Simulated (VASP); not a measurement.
A run of VASP 6.6.1 is set up as follows.

The input INCAR:

```
SYSTEM = Cs2NaP
PREC     = Accurate       ! precision mode
ENCUT    = 520            ! plane-wave cutoff, eV
EDIFF    = 1E-6           ! SCF threshold, eV
ISMEAR   = 0              ! smearing method
SIGMA    = 0.1            ! smearing width, eV
LREAL    = .False.        ! projectors in reciprocal space
LASPH    = .True.         ! aspherical terms in the spheres
NELM     = 80             ! most SCF steps
ALGO     = Normal         ! electronic algorithm
ISIF     = 2              ! what is computed and relaxed
LWAVE    = .False.        ! write WAVECAR
LCHARG   = .True.         ! write CHGCAR
GGA      = PE             ! functional
LELF     = .True.         ! ELF
LVHAR    = .True.       
NBANDS   = 23             ! bands
```

Contents of KPOINTS:

```
regular mesh
0
Gamma
  4 4 4
  0 0 0
```

Contents of POSCAR:

```
Cs2NaP
1.0
    6.2597221100      0.0000000000      0.0000000000
    0.0000000000      6.2597221100      0.0000000000
    0.0000000000      0.0000000000      4.4312268200
Cs Na P
2 1 1
Direct
    0.0000000000      0.5000000000      0.0000000000
    0.5000000000      0.0000000000      0.0000000000
    0.5000000000      0.5000000000      0.0000000000
    0.0000000000      0.0000000000      0.0000000000
```

Potentials or basis: VASP PAW PBE potentials, release 64 (Cs_sv, Na_pv, P).

Command:

```sh
$ cat potpaw_PBE.64/Cs_sv/POTCAR potpaw_PBE.64/Na_pv/POTCAR potpaw_PBE.64/P/POTCAR > POTCAR
$ mpirun -np 1 vasp_std > vasp.out
```

Estimate the band gap on the k mesh.

zero (band 15 reaches 2.20 eV, above the bottom of band 16 at 1.56 eV).

Predict the pressure.

3.9 GPa.

Stress tensor (GPa, compression positive):
```
 6.43  0.00  0.00
 0.00  6.43  0.00
 0.00  0.00 -1.08
```

Caveat: spin-orbit coupling is left out, which moves the levels of the heavy elements.
